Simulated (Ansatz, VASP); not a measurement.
Two plane-wave programs on Bi

INCAR

```
PREC = Accurate
ENCUT = 520
EDIFF = 1E-6
ISMEAR = 0
SIGMA = 0.15
LREAL = F
LASPH = T
NELM = 100
ALGO = Fast
ISIF = 2
LWAVE = F
LCHARG = F
GGA = PE
IVDW = 12
NBANDS = 14
```

File KPOINTS:

```
regular mesh
0
Gamma
  16 16 16
```

File POSCAR:

```
Bi
1.0
   -1.6484032883      2.2362439855      1.9937596979
    1.6484032883     -2.2362439855      1.9937596979
    1.6484032883      2.2362439855     -1.9937596979
Bi
1
Direct
    0.0000000000      0.0000000000      0.0000000000
```

Input for Ansatz:

```yaml
crystal:
  lattice:
    - [-1.6484032883, 2.2362439855, 1.9937596979]
    - [1.6484032883, -2.2362439855, 1.9937596979]
    - [1.6484032883, 2.2362439855, -1.9937596979]
  atoms:
    - { symbol: Bi, position: [0.0, 0.0, 0.0] }
basis:
  ecutwfc: 420
kpoints:
  mp_grid: { grid: [16, 16, 16] }
hamiltonian:
  xc: pbe
  dispersion: d3bj
scf:
  occupations: { method: gaussian, width: 0.15 }
output:
  forces: true
  stress: true
  eigenvalues: true
```

Change from the starting cell: strain +e along x and -e along y -0.1500, strain +e along z and -e/2 along x and y +0.0175.

Alike in both runs: task single point; functional PBE; dispersion D3(BJ); k mesh 16 × 16 × 16; occupations gaussian, width 0.15 eV; no spin polarisation.

|  | VASP | Ansatz |
| --- | --- | --- |
| version | VASP 6.6.1 | Ansatz 0.2.0 |
| potentials or method | VASP PAW PBE potentials, release 64 (Bi_d), cutoff 520 eV | scalar-relativistic, plane waves, PAW |
| valence electrons in the cell | 15 | 15 |

VASP gave:

| Item | Value |
| --- | --- |
| gap on the k mesh at the Fermi level (eV) | none |
| pressure (GPa) | 2.8 |
| traceless stress, the component that is largest in VASP (GPa) | 2.38 |

Problem. What did Ansatz give for the same quantities?

Solution. gap on the k mesh at the Fermi level (eV): none; pressure (GPa): 2.8; traceless stress, the component that is largest in VASP (GPa): 2.39.

A gap of «none» marks a metal or a gap that the smearing closes.

Spin-orbit coupling is off throughout.
